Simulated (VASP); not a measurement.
# SiGe (P6_3mc) in VASP: further runs

SiGe is run at these levels: r2SCAN; tasks: single point.

Program: VASP 6.6.1. These are calculated values, not measurements. Logs are shortened: lines on timing, memory, paths and dates and some standing lists are left out, and cuts for length are marked.

### 1 The cell of the first run

Symmetry: P6_3mc, No. 186, hexagonal system. The conventional cell has a = 4.122 Å, b = 4.122 Å, c = 5.788 Å, α = 90.00°, β = 90.00°, γ = 120.00°. Si (site symmetry 3m) has 4 Ge at 2.17 to 2.49 Å within 2.9 Å. Ge (site symmetry 3m) has 4 Si at 2.17 to 2.49 Å within 2.9 Å.

### 2 Single point, r2SCAN

Contents of POSCAR:

```
SiGe
1.0
    4.1218011386      0.0000000000      0.0000000000
   -2.0609005693      3.5695844954      0.0000000000
    0.0000000000      0.0000000000      5.7883979793
Si Ge
2 2
Direct
    0.6666666667      0.3333333333      0.8746070000
    0.3333333333      0.6666666667      0.3746070000
    0.6666666667      0.3333333333      0.5003920000
    0.3333333333      0.6666666667      0.0003920000
```

Contents of INCAR.step1:

```
PREC = Accurate ; ENCUT = 520
ISMEAR = 0 ; SIGMA = 0.05
LREAL = F ; LASPH = T
NELM = 100 ; NBANDS = 26
GGA = PE ; ALGO = Normal
EDIFF = 1E-4 ; LWAVE = T
LCHARG = F
```

Contents of INCAR.step2:

```
PREC = Accurate ; ENCUT = 520
EDIFF = 1E-6 ; ISMEAR = 0
SIGMA = 0.05 ; LREAL = F
LASPH = T ; NELM = 100
ALGO = Normal ; ISIF = 2
LWAVE = F ; LCHARG = F
METAGGA = R2SCAN ; LMIXTAU = T
NBANDS = 26 ; ISTART = 1
```

Contents of KPOINTS:

```
Automatic mesh
0
Gamma
  12 12 6
```

Potentials or basis: VASP PAW PBE potentials, release 64 (Si, Ge_d).

On the command line:

```bash
$ cat potpaw_PBE.64/Si/POTCAR potpaw_PBE.64/Ge_d/POTCAR > POTCAR
$ cp INCAR.step1 INCAR
$ mpirun -np 1 vasp_std > vasp.out
$ cp INCAR.step2 INCAR
$ mpirun -np 1 vasp_std > vasp.out
```

OUTCAR:

```text
PREC = Accurate
   ENCUT = 520
   EDIFF = 1E-6
   ISMEAR = 0
   LREAL = F
   LASPH = T
   NELM = 100
   ISIF = 2
   METAGGA = R2SCAN
   ISTART = 1

 ion  position               nearest neighbor table
   1  0.667  0.333  0.875-   3 2.17   4 2.49   4 2.49   4 2.49
   2  0.333  0.667  0.375-   4 2.17   3 2.49   3 2.49   3 2.49
   3  0.667  0.333  0.500-   1 2.17   2 2.49   2 2.49   2 2.49
   4  0.333  0.667  0.000-   2 2.17   1 2.49   1 2.49   1 2.49

  LATTYP: Found a hexagonal cell.
 ALAT       =     4.1218011386
 C/A-ratio  =     1.4043370324

  Lattice vectors:

 A1 = (   4.1218011386,   0.0000000000,   0.0000000000)
 A2 = (  -2.0609005693,   3.5695844954,   0.0000000000)
 A3 = (   0.0000000000,   0.0000000000,   5.7883979793)

Analysis of symmetry for initial positions (statically):
=====================================================================
 Subroutine PRICEL returns:
 Original cell was already a primitive cell.

 Routine SETGRP: Setting up the symmetry group for a
 hexagonal supercell.

 Subroutine GETGRP returns: Found 12 space group operations
 (whereof  6 operations were pure point group operations)
 out of a pool of 24 trial point group operations.

The static configuration has the point symmetry C_3v.
 The point group associated with its full space group is C_6v.

Analysis of symmetry for dynamics (positions and initial velocities):
=====================================================================
 Subroutine PRICEL returns:
 Original cell was already a primitive cell.

 Routine SETGRP: Setting up the symmetry group for a
 hexagonal supercell.

 Subroutine GETGRP returns: Found 12 space group operations
 (whereof  6 operations were pure point group operations)
 out of a pool of 24 trial point group operations.

The dynamic configuration has the point symmetry C_3v.
 The point group associated with its full space group is C_6v.

 Subroutine INISYM returns: Found 12 space group operations
 (whereof  6 operations are pure point group operations),
 and found     1 'primitive' translations

----------------------------------------------------------------------------------------

                                     Primitive cell

  volume of cell :      85.1654

  direct lattice vectors                    reciprocal lattice vectors
[... 83 lines left out ...]
   ISTART =      1    job   : 0-new  1-cont  2-samecut
   ICHARG =      0    charge: 1-file 2-atom 10-const
   ISPIN  =      1    spin polarized calculation?
   LNONCOLLINEAR =      F non collinear calculations
   LSORBIT =      F    spin-orbit coupling
   LASPH  =      T    aspherical Exc in radial PAW
   ENCUT  =  520.0 eV  38.22 Ry    6.18 a.u.   7.66  7.66 10.76*2*pi/ulx,y,z
   NELM   =    100;   NELMIN=  2; NELMDL=  0     # of ELM steps
   EDIFF  = 0.1E-05   stopping-criterion for ELM
   LREAL  =      F    real-space projection
   EDIFFG = 0.1E-04   stopping-criterion for IOM
   NSW    =      0    number of steps for IOM
   IBRION =     -1    ionic relax: 0-MD 1-quasi-New 2-CG
   NFREE  =      0    steps in history (QN), initial steepest desc. (CG)
   ISIF   =      2    stress and relaxation
   ISYM   =      2    0-nonsym 1-usesym 2-fastsym
   POTIM  = 0.5000    time-step for ionic-motion
   TEBEG  =    0.0;   TEEND  =   0.0 temperature during run
   PSTRESS=    0.0 pullay stress
   NELECT =      36.0000    total number of electrons
   NUPDOWN=      -1.0000    fix difference up-down
   EMIN   =  10.00;   EMAX   =-10.00  energy-range for DOS
   EFERMI =   0.00;   METHOD = LEGACY
   ISMEAR =     0;   SIGMA  =   0.05  broadening in eV -4-tet -1-fermi 0-gaus
   EFERMI_NEDOS =   21; number of points for ismear=-14 and -15
   IALGO  =     38    algorithm
   IMIX   =      4    mixing-type and parameters
     AMIX     =   0.40;   BMIX     =  1.00
     AMIX_MAG =   1.60;   BMIX_MAG =  1.00
  volume/ion in A,a.u.               =      21.29       143.68
  Fermi-wavevector in a.u.,A,eV,Ry     =   1.228631  2.321775 20.538443  1.509533
  Thomas-Fermi vector in A             =   2.363549
   LORBIT       =      0    0 simple, 1 ext, 2 COOP (PROOUT), +10 PAW based schemes
   METAGGA = R2SCAN    functional components
   LHFCALC =     F    Hartree Fock is set to
   AEXX    =    0.0000 exact exchange contribution
   IVDW    =     0    specifies the selected vdW correction
   LEPSILON=     F    determine dielectric tensor
   LRPA    =     F    only Hartree local field effects (RPA)
 non-spin polarized calculation
 Gauss-broadening in eV      SIGMA  =   0.05
  energy-cutoff  :      520.00
  volume of cell :       85.17
 maximum number of plane-waves:      2326
 NGX is ok and might be reduce to    32

 number of electron      36.0000008 magnetization

 Free energy of the ion-electron system (eV)
  ---------------------------------------------------
  ext. energy  EPLUGINS =         0.00000000
  ---------------------------------------------------
  free energy    TOTEN  =       -44.00230040 eV

  energy without entropy =      -44.00172660  energy(sigma->0) =      -44.00201350

 E-fermi :   5.2824     XC(G=0): -10.3539

 val. band max:        5.2729966273   @ k =   0.0833   0.0833   0.0000
 cond. band min:       5.3313777315   @ k =   0.0833   0.0000   0.1667
 fundamental gap:      0.0583811042
 Fermi energy:         5.2823524064

 k-point     1 :       0.0000    0.0000    0.0000
  band No.  band energies     occupation
      1     -19.7865      2.00000
      2     -19.7813      2.00000
      3     -19.7463      2.00000
      4     -19.7463      2.00000
      5     -19.7412      2.00000
      6     -19.7412      2.00000
[... 685 lines left out ...]
     25      12.6327      0.00000
     26      12.9202      0.00000

 [... further k-points ...]
[... 5 lines left out ...]
  --------------------------------------------------------------------------------------
  -------------------------------------------------------------------------------------
  Total       -5.3176045     -5.3176045     17.5952172      0.0000000      0.0000000      0.0000000
  in kB     -100.0376618   -100.0376618    331.0107741      0.0000000      0.0000000      0.0000000
  external PRESSURE =      43.6451502 kB  Pullay stress =       0.0000000 kB

 VOLUME and BASIS-vectors are now :
 -----------------------------------------------------------------------------
  energy-cutoff  :      520.00
  volume of cell :       85.17
      direct lattice vectors                 reciprocal lattice vectors
     4.121801139  0.000000000  0.000000000     0.242612384  0.140072325  0.000000000
    -2.060900569  3.569584495  0.000000000     0.000000000  0.280144650  0.000000000
     0.000000000  0.000000000  5.788397979     0.000000000  0.000000000  0.172759372

 POSITION                                       TOTAL-FORCE (eV/Angst)
 -----------------------------------------------------------------------------------
      2.06090      1.18986      5.06257        -0.000000     -0.000000      2.631941
     -0.00000      2.37972      2.16837        -0.000000      0.000000      2.631941
      2.06090      1.18986      2.89647         0.000000     -0.000000     -2.631941
     -0.00000      2.37972      0.00227        -0.000000      0.000000     -2.631941
 -----------------------------------------------------------------------------------
    total drift:                               -0.000000     -0.000000     -0.004686

  FREE ENERGIE OF THE ION-ELECTRON SYSTEM (eV)
  ---------------------------------------------------
  free  energy   TOTEN  =       -44.0023004006 eV

  energy  without entropy=      -44.0017266024  energy(sigma->0) =      -44.00201350
```

OUTCAR.step1:

```text
PREC = Accurate
   ENCUT = 520
   ISMEAR = 0
   LREAL = F
[... 928 lines left out ...]
      2.06090      1.18986      5.06257        -0.000000      0.000000      2.716060
     -0.00000      2.37972      2.16837         0.000000      0.000000      2.716060
      2.06090      1.18986      2.89647         0.000000     -0.000000     -2.716060
     -0.00000      2.37972      0.00227        -0.000000      0.000000     -2.716060
 -----------------------------------------------------------------------------------
    total drift:                                0.000000      0.000000     -0.011033

  FREE ENERGIE OF THE ION-ELECTRON SYSTEM (eV)
  ---------------------------------------------------
  free  energy   TOTEN  =       -18.6086562625 eV

  energy  without entropy=      -18.6079038910  energy(sigma->0) =      -18.60828008
```

Run time: 4.4 min. Hardware: 1 thread of AMD EPYC 9R45 (Zen 5), shared host; peak memory 0.28 GiB.

Results:

```
Free energy            : -44.0023 eV
Pressure               : 4.4 GPa
Largest force          : 2.632 eV/Å
Band gap on the k mesh : zero (bands 18 and 19 overlap by 0.46 eV)
```

Forces on the atoms (eV/Å):
```
Si   0.000  0.000  2.632
Si   0.000  0.000  2.632
Ge   0.000  0.000 -2.632
Ge   0.000  0.000 -2.632
```

Levels at points of the mesh, in eV from the Fermi level:
```csv
k point,band 15,band 16,band 17,band 18,band 19,band 20,band 21,band 22
"(0.00, 0.00, 0.00)",-2.35,-0.73,-0.27,0.39,0.39,1.49,1.49,1.93
"(0.50, 0.00, 0.00)",-4.96,-3.72,-3.17,-0.93,0.07,2.84,3.11,3.99
"(0.00, 0.00, 0.50)",-1.40,-1.40,-1.40,-1.40,0.75,0.75,3.08,3.08
"(0.50, 0.00, 0.50)",-2.72,-2.72,-1.91,-1.91,1.05,1.05,3.27,3.27
```

Caveat: the stress differs along the axes, from -10 to 33 GPa; semilocal functionals underestimate gaps, and a narrow one can read as zero; the PAW data sets were made with another functional, which shifts forces and pressure a little.

### 3 Single point, r2SCAN

This run uses another cell than the first one, of the same volume but with other edges.

Contents of POSCAR:

```
SiGe
1.0
    3.6742293450      0.0000000000      0.0000000000
   -1.8371146725      3.1819759521      0.0000000000
    0.0000000000      0.0000000000      7.2845030610
Si Ge
2 2
Direct
    0.6666666667      0.3333333333      0.8746070000
    0.3333333333      0.6666666667      0.3746070000
    0.6666666667      0.3333333333      0.5003920000
    0.3333333333      0.6666666667      0.0003920000
```

Contents of INCAR.step1:

```
ALGO = Normal
EDIFF = 1E-4
ENCUT = 520
GGA = PE
ISMEAR = 0
LASPH = True
LCHARG = False
LREAL = False
LWAVE = True
NBANDS = 26
NELM = 80
PREC = Accurate
SIGMA = 0.05
```

Contents of INCAR.step2:

```
ALGO = Normal
EDIFF = 1E-7
ENCUT = 520
ISIF = 2
ISMEAR = 0
ISTART = 1
LASPH = True
LCHARG = False
LMIXTAU = True
LREAL = False
LWAVE = False
METAGGA = R2SCAN
NBANDS = 26
NELM = 80
PREC = Accurate
SIGMA = 0.05
```

Contents of KPOINTS:

```
k-points
0
Gamma
  12 12 6
```

Potentials or basis: VASP PAW PBE potentials, release 64 (Si, Ge_d).

On the command line:

```bash
$ cat potpaw_PBE.64/Si/POTCAR potpaw_PBE.64/Ge_d/POTCAR > POTCAR
$ cp INCAR.step1 INCAR
$ mpirun -np 1 vasp_std > vasp.out
$ cp INCAR.step2 INCAR
$ mpirun -np 1 vasp_std > vasp.out
```

OUTCAR:

```text
EDIFF = 1E-7
   ENCUT = 520
   ISIF = 2
   ISMEAR = 0
   ISTART = 1
   LASPH = True
   LREAL = False
   METAGGA = R2SCAN
   NELM = 80
   PREC = Accurate

 ion  position               nearest neighbor table
   1  0.667  0.333  0.875-   4 2.31   4 2.31   4 2.31   3 2.73
   2  0.333  0.667  0.375-   3 2.31   3 2.31   3 2.31   4 2.73
   3  0.667  0.333  0.500-   2 2.31   2 2.31   2 2.31   1 2.73
   4  0.333  0.667  0.000-   1 2.31   1 2.31   1 2.31   2 2.73

  LATTYP: Found a hexagonal cell.
[... 890 lines left out ...]
     25      12.8612      0.00000
     26      13.5369      0.00000

 [... further k-points ...]
[... 5 lines left out ...]
  --------------------------------------------------------------------------------------
  -------------------------------------------------------------------------------------
  Total        7.1233052      7.1233052     -7.9727794      0.0000000      0.0000000      0.0000000
  in kB      134.0074821    134.0074821   -149.9882533      0.0000000      0.0000000      0.0000000
  external PRESSURE =      39.3422370 kB  Pullay stress =       0.0000000 kB

 VOLUME and BASIS-vectors are now :
 -----------------------------------------------------------------------------
  energy-cutoff  :      520.00
  volume of cell :       85.17
      direct lattice vectors                 reciprocal lattice vectors
     3.674229345  0.000000000  0.000000000     0.272165917  0.157135066  0.000000000
    -1.837114673  3.181975952  0.000000000     0.000000000  0.314270131  0.000000000
     0.000000000  0.000000000  7.284503061     0.000000000  0.000000000  0.137277724

 POSITION                                       TOTAL-FORCE (eV/Angst)
 -----------------------------------------------------------------------------------
      1.83711      1.06066      6.37108         0.000000      0.000000     -0.901182
     -0.00000      2.12132      2.72883         0.000000      0.000000     -0.901182
      1.83711      1.06066      3.64511         0.000000      0.000000      0.901182
     -0.00000      2.12132      0.00286        -0.000000     -0.000000      0.901182
 -----------------------------------------------------------------------------------
    total drift:                               -0.000000     -0.000001      0.007322

  FREE ENERGIE OF THE ION-ELECTRON SYSTEM (eV)
  ---------------------------------------------------
  free  energy   TOTEN  =       -44.1123961222 eV

  energy  without entropy=      -44.1117264489  energy(sigma->0) =      -44.11206129
```

OUTCAR.step1:

```text
EDIFF = 1E-4
   ENCUT = 520
   GGA = PE
   ISMEAR = 0
[... 928 lines left out ...]
      1.83711      1.06066      6.37108         0.000000     -0.000000     -1.028508
     -0.00000      2.12132      2.72883         0.000000      0.000000     -1.028508
      1.83711      1.06066      3.64511        -0.000000     -0.000000      1.028508
     -0.00000      2.12132      0.00286        -0.000000      0.000000      1.028508
 -----------------------------------------------------------------------------------
    total drift:                               -0.000000     -0.000000      0.009964

  FREE ENERGIE OF THE ION-ELECTRON SYSTEM (eV)
  ---------------------------------------------------
  free  energy   TOTEN  =       -18.7044655975 eV

  energy  without entropy=      -18.7040477334  energy(sigma->0) =      -18.70425667
```

Wall time 4.9 min (1 thread of AMD EPYC 9R45 (Zen 5), shared host); peak memory 0.27 GiB.

Results:

* Free energy: -44.1124 eV
* Pressure: 3.9 GPa
* Largest force: 0.901 eV/Å
* Band gap on the k mesh: zero (bands 18 and 19 overlap by 0.65 eV)

Forces on the atoms (eV/Å):
```
Si   0.000  0.000 -0.901
Si   0.000  0.000 -0.901
Ge   0.000  0.000  0.901
Ge   0.000  0.000  0.901
```

Caveat: the stress differs along the axes, from -15 to 13 GPa; semilocal functionals underestimate gaps, and a narrow one can read as zero; the PAW data sets were made with another functional, which shifts forces and pressure a little.

### 4 Single point, r2SCAN

This run uses another cell than the first one, of the same volume but with other edges.

Contents of POSCAR:

```
SiGe
1.0
    4.0144932713      0.0000000000      0.0000000000
   -2.0072466356      3.4766531563      0.0000000000
    0.0000000000      0.0000000000      6.1019828729
Si Ge
2 2
Direct
    0.6666666667      0.3333333333      0.8746070000
    0.3333333333      0.6666666667      0.3746070000
    0.6666666667      0.3333333333      0.5003920000
    0.3333333333      0.6666666667      0.0003920000
```

Contents of INCAR.step1:

```
PREC = Accurate ; ENCUT = 520
ISMEAR = 0 ; SIGMA = 0.05
LREAL = False ; LASPH = True
NELM = 100 ; NBANDS = 26
GGA = PE ; ALGO = Normal
EDIFF = 1E-4 ; LWAVE = True
LCHARG = False
```

Contents of INCAR.step2:

```
PREC = Accurate ; ENCUT = 520
EDIFF = 1E-6 ; ISMEAR = 0
SIGMA = 0.05 ; LREAL = False
LASPH = True ; NELM = 100
ALGO = Normal ; ISIF = 2
LWAVE = False ; LCHARG = False
METAGGA = R2SCAN ; LMIXTAU = True
NBANDS = 26 ; ISTART = 1
```

Contents of KPOINTS:

```
regular mesh
0
Gamma
  12 12 6
```

On the command line:

```bash
$ cat potpaw_PBE.64/Si/POTCAR potpaw_PBE.64/Ge_d/POTCAR > POTCAR
$ cp INCAR.step1 INCAR
$ mpirun -np 1 vasp_std > vasp.out
$ cp INCAR.step2 INCAR
$ mpirun -np 1 vasp_std > vasp.out
```

It took 4.5 min on 1 thread of AMD EPYC 9R45 (Zen 5), shared host; peak memory 0.27 GiB.

It converged, with:

```
Free energy            : -44.8847 eV
Pressure               : 1.1 GPa
Largest force          : 1.042 eV/Å
Band gap on the k mesh : zero (bands 18 and 19 overlap by 0.06 eV)
```

Forces in eV/Å, atoms in the order of the input:
```
Si   0.000  0.000  1.042
Si   0.000  0.000  1.042
Ge   0.000  0.000 -1.042
Ge   0.000  0.000 -1.042
```

Stress tensor (GPa, compression positive):
```
-5.65  0.00  0.00
 0.00 -5.65  0.00
 0.00  0.00 14.58
```

Levels at points of the mesh, in eV from the Fermi level:
```tsv
k point	band 15	band 16	band 17	band 18	band 19	band 20	band 21	band 22
(0.00, 0.00, 0.00)	-2.11	-0.30	-0.12	0.06	0.06	1.75	1.75	2.05
(0.50, 0.00, 0.00)	-5.04	-3.62	-3.23	-1.40	0.26	2.48	3.24	3.71
(0.00, 0.00, 0.50)	-1.31	-1.31	-1.31	-1.31	0.96	0.96	3.10	3.10
(0.50, 0.00, 0.50)	-2.77	-2.77	-2.42	-2.42	0.93	0.93	2.51	2.51
```

Caveat: the stress differs along the axes, from -6 to 15 GPa; semilocal functionals underestimate gaps, and a narrow one can read as zero; the PAW data sets were made with another functional, which shifts forces and pressure a little.

[end of part 1 of 2]

The gap in the log of VASP goes by the Fermi energy; the results here count the filled bands.